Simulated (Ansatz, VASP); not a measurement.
Cs: VASP beside Ansatz

```
Cs
1.0
     0.00000    3.95973    3.95973
     3.95973    0.00000    3.95973
     3.95973    3.95973    0.00000
Cs
1
Direct
  0.00000 0.00000 0.00000
```

Alike in both runs: functional r2SCAN; k mesh 10 × 10 × 10; occupations gaussian, width 0.1 eV; no spin polarisation.

Ansatz relaxed the structure, and its values are those at the end. VASP's run is a single point on that final structure, the one shown.

|  | VASP | Ansatz |
| --- | --- | --- |
| version | VASP 6.6.1 | Ansatz 0.2.0 |
| potentials or method | VASP PAW PBE potentials, release 64 (Cs_sv), cutoff 520 eV | scalar-relativistic, plane waves, PAW |
| valence electrons in the cell | 9 | 9 |

```csv
,VASP,Ansatz,Ansatz less VASP
gap on the k mesh at the Fermi level (eV),none,none,-
pressure (GPa),0.0,0.0,+0.01
```

VASP's potentials were made for PBE, not for r2SCAN. A gap of «none» marks a metal or a gap that the smearing closes.

Neither program's run includes spin-orbit coupling.
